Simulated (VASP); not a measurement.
ZnCd2Te2, 5 atoms in the cell. The cell holds a slab with vacuum, 5 atoms: a = 4.679 Å, b = 4.679 Å, c = 20.081 Å, α = 90.00°, β = 90.00°, γ = 120.00°. 

| Quantity | Value |
| --- | --- |
| Program | VASP 6.6.1 |
| Task | single point |
| Functional | PBE |
| Potentials or basis | VASP PAW PBE potentials, release 64 (Te, Cd, Zn) |
| Cutoff | 520 eV |
| k mesh | 6 × 6 × 1 |
| Occupations | gaussian, width 0.05 eV |
| Spin | no spin polarisation |
| Dipole correction | yes |
| Further INCAR settings | ALGO = Normal; EDIFF = 1e-06; NBANDS = 32 |

Potentials or basis: VASP PAW PBE potentials, release 64 (Te, Cd, Zn).

The run is started by

```console
$ cat potpaw_PBE.64/Te/POTCAR potpaw_PBE.64/Cd/POTCAR potpaw_PBE.64/Zn/POTCAR > POTCAR
$ mpirun -np 1 vasp_std > vasp.out
```

Hardware: 1 thread of Intel(R) Xeon(R) 6975P-C (Granite Rapids), with other jobs on the host.

Q: How long does it take, and how much memory?

A: It took 2.7 min on 1 thread of Intel(R) Xeon(R) 6975P-C (Granite Rapids), on a shared host, peak memory 0.56 GiB. Counts: scf iterations 21, k points 13.
